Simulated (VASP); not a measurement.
Set up this calculation in VASP 6.6.1, as the native input.

| Quantity | Value |
| --- | --- |
| Task | single point |
| Functional | PBEsol |
| Potentials or basis | VASP PAW PBE potentials, release 64 (Si, C) |
| Cutoff | 520 eV |
| k mesh | 10 × 10 × 10 |
| Occupations | fermi-dirac, width 0.05 eV |
| Spin | no spin polarisation |
| Dipole correction | no |
| Further INCAR settings | ALGO = Normal; EDIFF = 1e-06; NBANDS = 11 |

The structure of SiC (Moissanite 3C) lies in POSCAR:

```
SiC
1.0
    0.0000000000      2.2217363401      2.2217363401
    2.2217363401      0.0000000000      2.2217363401
    2.2217363401      2.2217363401      0.0000000000
Si C
1 1
Direct
    0.0000000000      0.0000000000      0.0000000000
    0.7500000000      0.7500000000      0.7500000000
```

These files were run (other wordings do the same):

INCAR

```
SYSTEM = SiC
PREC = Accurate
ENCUT = 520
EDIFF = 1E-6
ISMEAR = -1
SIGMA = 0.05
LREAL = .False.
LASPH = .True.
NELM = 60
ALGO = Normal
ISIF = 2
LWAVE = .False.
LCHARG = .False.
GGA = PS
NBANDS = 11
```

KPOINTS

```
Automatic mesh
0
Gamma
  10 10 10
  0 0 0
```

Potentials or basis: VASP PAW PBE potentials, release 64 (Si, C).

Run with:

```bash
$ cat potpaw_PBE.64/Si/POTCAR potpaw_PBE.64/C/POTCAR > POTCAR
$ mpirun -np 1 vasp_std > vasp.out
```

It gave:

```
Pressure               : -11.4 GPa
Band gap on the k mesh : 1.28 eV, indirect (least direct gap 4.38 eV)
```

Caveat: the PAW data sets were made with another functional, which shifts forces and pressure a little.

Run time: 5.8 s on 1 thread of Intel(R) Xeon(R) Platinum 8488C (Sapphire Rapids), with other jobs on the host, peak memory 0.13 GiB.
